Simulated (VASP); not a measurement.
# GaSb2Te2 (P6/mmm) in VASP: a series of runs, part 2 of 3

VASP 6.6.1. The steps go on from the part before.

## (3) Single point, PBE

This run uses another cell than the first one, of 35.11 Å³/atom, 1.055 times its volume.

INCAR

```
PREC = Accurate ; ENCUT = 520
EDIFF = 1E-6 ; ISMEAR = 0
SIGMA = 0.1 ; LREAL = F
LASPH = T ; NELM = 100
ALGO = Normal ; ISIF = 2
LWAVE = F ; LCHARG = T
GGA = PE ; LELF = T
LVHAR = T ; NBANDS = 26
```

KPOINTS

```
regular mesh
0
Gamma
  6 6 2
```

POSCAR

```
GaSb2Te2
1.0
    4.6463468000      0.0000000000      0.0000000000
   -2.3231734000      4.0238543600      0.0000000000
    0.0000000000      0.0000000000      9.3894138200
Ga Sb Te
1 2 2
Direct
    0.0000000000      0.0000000000      0.5000000000
    0.3333333300      0.6666666700      0.5000000000
    0.6666666700      0.3333333300      0.5000000000
    0.3333333300      0.6666666700      0.0000000000
    0.6666666700      0.3333333300      0.0000000000
```

Potentials or basis: VASP PAW PBE potentials, release 64 (Ga_d, Sb, Te).

Started as:

```console
cat potpaw_PBE.64/Ga_d/POTCAR potpaw_PBE.64/Sb/POTCAR potpaw_PBE.64/Te/POTCAR > POTCAR
mpirun -np 1 vasp_std > vasp.out
```

OUTCAR:

```text
PREC = Accurate
   ENCUT = 520
   EDIFF = 1E-6
   ISMEAR = 0
   LREAL = F
   LASPH = T
   NELM = 100
   ISIF = 2
   GGA = PE

 ion  position               nearest neighbor table
   1  0.000  0.000  0.500-   2 2.68   3 2.68   2 2.68   3 2.68   3 2.68   2 2.68
   2  0.333  0.667  0.500-   3 2.68   1 2.68   3 2.68   1 2.68   1 2.68   3 2.68
   3  0.667  0.333  0.500-   2 2.68   1 2.68   2 2.68   1 2.68   1 2.68   2 2.68
   4  0.333  0.667  0.000-   5 2.68   5 2.68   5 2.68
   5  0.667  0.333  0.000-   4 2.68   4 2.68   4 2.68

  LATTYP: Found a hexagonal cell.
 ALAT       =     4.6463468000
 C/A-ratio  =     2.0208164014

  Lattice vectors:

 A1 = (   4.6463468000,   0.0000000000,   0.0000000000)
 A2 = (  -2.3231734000,   4.0238543600,   0.0000000000)
 A3 = (   0.0000000000,   0.0000000000,   9.3894138200)

Analysis of symmetry for initial positions (statically):
=====================================================================
 Subroutine PRICEL returns:
 Original cell was already a primitive cell.

 Routine SETGRP: Setting up the symmetry group for a
 hexagonal supercell.

 Subroutine GETGRP returns: Found 24 space group operations
 (whereof 24 operations were pure point group operations)
 out of a pool of 24 trial point group operations.

The static configuration has the point symmetry D_6h.

Analysis of symmetry for dynamics (positions and initial velocities):
=====================================================================
 Subroutine PRICEL returns:
 Original cell was already a primitive cell.

 Routine SETGRP: Setting up the symmetry group for a
 hexagonal supercell.

 Subroutine GETGRP returns: Found 24 space group operations
 (whereof 24 operations were pure point group operations)
 out of a pool of 24 trial point group operations.

The dynamic configuration has the point symmetry D_6h.
[... 111 lines left out ...]
   IALGO  =     38    algorithm
   IMIX   =      4    mixing-type and parameters
     AMIX     =   0.40;   BMIX     =  1.00
     AMIX_MAG =   1.60;   BMIX_MAG =  1.00
  volume/ion in A,a.u.               =      35.11       236.93
  Fermi-wavevector in a.u.,A,eV,Ry     =   0.956386  1.807308 12.444908  0.914675
  Thomas-Fermi vector in A             =   2.085310
   LORBIT       =      0    0 simple, 1 ext, 2 COOP (PROOUT), +10 PAW based schemes
   GGA     = PE    functional components
   LHFCALC =     F    Hartree Fock is set to
   AEXX    =    0.0000 exact exchange contribution
   IVDW    =     0    specifies the selected vdW correction
   LEPSILON=     F    determine dielectric tensor
   LRPA    =     F    only Hartree local field effects (RPA)
 non-spin polarized calculation
 Gauss-broadening in eV      SIGMA  =   0.10
  energy-cutoff  :      520.00
  volume of cell :      175.55
 maximum number of plane-waves:      4747
 NGX is ok and might be reduce to    36
   NGX = 17   NGY = 17   NGZ = 35

 number of electron      35.0000009 magnetization

 Free energy of the ion-electron system (eV)
  ---------------------------------------------------
  ext. energy  EPLUGINS =         0.00000000
  ---------------------------------------------------
  free energy    TOTEN  =       -11.93422342 eV

  energy without entropy =      -11.89509959  energy(sigma->0) =      -11.91466151

 E-fermi :   4.8899     XC(G=0):  -8.2202

 val. band max:        4.8713816523   @ k =   0.3333   0.3333   0.5000
 cond. band min:       4.8994215729   @ k =   0.3333   0.1667   0.0000
 fundamental gap:      0.0280399207
 Fermi energy:         4.8898683006

 k-point     1 :       0.0000    0.0000    0.0000
  band No.  band energies     occupation
      1     -10.9063      2.00000
      2     -10.8362      2.00000
      3     -10.8362      2.00000
      4     -10.7122      2.00000
      5     -10.7122      2.00000
      6      -9.6384      2.00000
[... 395 lines left out ...]
     25      11.1291      0.00000
     26      11.1291      0.00000

------------------------ aborting loop because EDIFF is reached ----------------------------------------

  FORCE on cell =-STRESS in cart. coord.  units (eV):
  Direction    XX          YY          ZZ          XY          YZ          ZX
  --------------------------------------------------------------------------------------
  -------------------------------------------------------------------------------------
  Total       28.8261106     28.8261105     -0.4895238      0.0000000      0.0000000     -0.0000000
  in kB      263.0899602    263.0899597     -4.4677829      0.0000000      0.0000000     -0.0000000
  external PRESSURE =     173.9040457 kB  Pullay stress =       0.0000000 kB

 VOLUME and BASIS-vectors are now :
 -----------------------------------------------------------------------------
  energy-cutoff  :      520.00
  volume of cell :      175.55
      direct lattice vectors                 reciprocal lattice vectors
     4.646346800  0.000000000  0.000000000     0.215222850  0.124258970  0.000000000
    -2.323173400  4.023854360  0.000000000     0.000000000  0.248517941  0.000000000
     0.000000000  0.000000000  9.389413820     0.000000000  0.000000000  0.106502921

 POSITION                                       TOTAL-FORCE (eV/Angst)
 -----------------------------------------------------------------------------------
      0.00000      0.00000      4.69471        -0.000000      0.000000     -0.000000
     -0.00000      2.68257      4.69471        -0.000000      0.000000     -0.000000
      2.32317      1.34128      4.69471         0.000000      0.000000      0.000000
     -0.00000      2.68257      0.00000        -0.000000      0.000000     -0.000000
      2.32317      1.34128      0.00000        -0.000000      0.000000     -0.000000
 -----------------------------------------------------------------------------------
    total drift:                                0.000000     -0.000000      0.000000

  FREE ENERGIE OF THE ION-ELECTRON SYSTEM (eV)
  ---------------------------------------------------
  free  energy   TOTEN  =       -11.9342234225 eV

  energy  without entropy=      -11.8950995928  energy(sigma->0) =      -11.91466151
```

stdout:

```text
POSCAR found type information on POSCAR GaSbTe
 POSCAR found :  3 types and       5 ions
 scaLAPACK will be used
 LDA part: xc-table for (Slater+PW92), standard interpolation
 POSCAR, INCAR and KPOINTS ok, starting setup
 FFT: planning ... GRIDC
 FFT: planning ... GRID_SOFT
 FFT: planning ... GRID
 WAVECAR not read
 entering main loop
```

It took 42 s on 1 thread of Intel Xeon 6975P-C (Granite Rapids), shared host; peak memory 0.32 GiB.

What came out:

```
Free energy : -11.9342 eV
Pressure    : 17.4 GPa
```

Stress tensor (GPa, compression positive):
```
26.31  0.00  0.00
 0.00 26.31  0.00
 0.00  0.00 -0.45
```

Levels at points of the mesh, in eV from the Fermi level:
```
           k point  band 14  band 15  band 16  band 17  band 18  band 19  band 20  band 21
(0.00, 0.00, 0.00)    -4.11    -3.80    -2.76    -2.75    -2.75    -0.13    -0.13     0.96
(0.50, 0.00, 0.00)    -3.08    -2.08    -2.06    -0.99     1.74     2.80     3.04     3.39
(0.00, 0.00, 0.50)    -4.11    -4.11    -2.76    -2.75    -2.75    -0.14    -0.14     1.07
(0.50, 0.00, 0.50)    -3.01    -2.50    -1.60    -1.57     1.79     2.83     3.08     3.50
```

Caveat: spin-orbit coupling is left out, which moves the levels of the heavy elements; this functional lacks dispersion, which binds the layers, so the pressure and a relaxed spacing across them are unreliable.

## (4) Single point, PBE

This run uses another cell than the first one, of 33.57 Å³/atom, 1.008 times its volume.

INCAR

```
SYSTEM = GaSb2Te2
ALGO = Normal ; EDIFF = 1E-7
ENCUT = 520 ; GGA = PE
ISIF = 2 ; ISMEAR = 0
LASPH = .TRUE. ; LCHARG = .FALSE.
LREAL = .FALSE. ; LWAVE = .FALSE.
NBANDS = 26 ; NELM = 100
PREC = Accurate ; SIGMA = 0.1
```

KPOINTS

```
k-points
0
G
  6 6 4
  0 0 0
```

POSCAR

```
GaSb2Te2
1.0
    5.5849843709      0.0000000000      0.0000000000
   -2.7924921854      4.8367383449      0.0000000000
    0.0000000000      0.0000000000      6.2128320461
Ga Sb Te
1 2 2
Direct
    0.0000000000      0.0000000000      0.5000000000
    0.3333333333      0.6666666667      0.5000000000
    0.6666666667      0.3333333333      0.5000000000
    0.3333333333      0.6666666667      0.0000000000
    0.6666666667      0.3333333333      0.0000000000
```

Started as:

```console
cat potpaw_PBE.64/Ga_d/POTCAR potpaw_PBE.64/Sb/POTCAR potpaw_PBE.64/Te/POTCAR > POTCAR
mpirun -np 1 vasp_std > vasp.out
```

Run time: 56 s. Hardware: 1 thread of Intel Xeon 6975P-C (Granite Rapids), shared host; peak memory 0.33 GiB.

Results (log left out):

```yaml
Free_energy: -16.4193 eV
Pressure: -0.1 GPa
```

Stress tensor (GPa, compression positive):
```
-0.21  0.00  0.00
 0.00 -0.21  0.00
 0.00  0.00  0.10
```

Levels at points of the mesh, in eV from the Fermi level:
```csv
k point,band 15,band 16,band 17,band 18,band 19,band 20,band 21,band 22
"(0.00, 0.00, 0.00)",-1.99,-1.99,-1.88,-1.88,0.43,0.43,1.91,3.59
"(0.50, 0.00, 0.00)",-2.46,-0.39,0.54,0.82,1.01,1.59,2.83,3.17
"(0.00, 0.00, 0.50)",-2.07,-1.84,-1.54,-1.54,-0.30,-0.30,0.27,1.20
"(0.50, 0.00, 0.50)",-0.86,-0.79,-0.16,0.12,0.41,0.84,1.28,1.88
```

Caveat: spin-orbit coupling is left out, which moves the levels of the heavy elements.

[end of part 2 of 3]
